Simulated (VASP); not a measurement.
Write the native input for VASP 6.6.1 that does the following.

* Task: electric field gradients
* Functional: LDA
* Potentials or basis: VASP PAW LDA potentials, release 64 (Ag, Cl)
* Cutoff: 520 eV
* k mesh: 8 × 8 × 8
* Occupations: fermi-dirac, width 0.02 eV
* Spin: no spin polarisation
* Dipole correction: no
* Further INCAR settings: ALGO = Normal; EDIFF = 1e-08; NBANDS = 16

The structure of AgCl lies in POSCAR:

```
AgCl
1.0
    0.0000000000      2.7638751816      2.7638751816
    2.7638751816      0.0000000000      2.7638751816
    2.7638751816      2.7638751816      0.0000000000
Ag Cl
1 1
Direct
    0.5000000000      0.5000000000      0.5000000000
    0.0000000000      0.0000000000      0.0000000000
```

This cell differs from its parent crystal: volume scaled by 0.99.

These files were run (other wordings do the same):

INCAR

```
SYSTEM = AgCl
PREC     = Accurate       ! precision mode
ENCUT    = 520            ! plane-wave cutoff, eV
EDIFF    = 1E-8           ! SCF threshold, eV
ISMEAR   = -1             ! smearing method
SIGMA    = 0.02           ! smearing width, eV
LREAL    = .False.        ! projectors in reciprocal space
LASPH    = .True.         ! aspherical terms in the spheres
NELM     = 100            ! most SCF steps
ALGO     = Normal         ! electronic algorithm
ISIF     = 2              ! what is computed and relaxed
LWAVE    = .False.        ! write WAVECAR
LCHARG   = .False.        ! write CHGCAR
LEFG     = .True.       
NBANDS   = 16             ! bands
```

KPOINTS

```
regular mesh
0
Gamma
  8 8 8
  0 0 0
```

Potentials or basis: VASP PAW LDA potentials, release 64 (Ag, Cl).

The run is started by

```sh
$ cat potpaw_LDA.64/Ag/POTCAR potpaw_LDA.64/Cl/POTCAR > POTCAR
$ mpirun -np 1 vasp_std > vasp.out
```

It gave:

```json
{
  "Pressure": "-5.2 GPa",
  "Band gap on the k mesh": "0.64 eV, indirect (least direct gap 2.99 eV)"
}
```

Caveat: without QUAD_EFG the Cq values of the log hold for a quadrupole moment of 1 mb, not for the nuclei.

Run time: 34 s on 1 thread of Intel Xeon 8259CL, with other jobs on the host, peak memory 0.16 GiB.
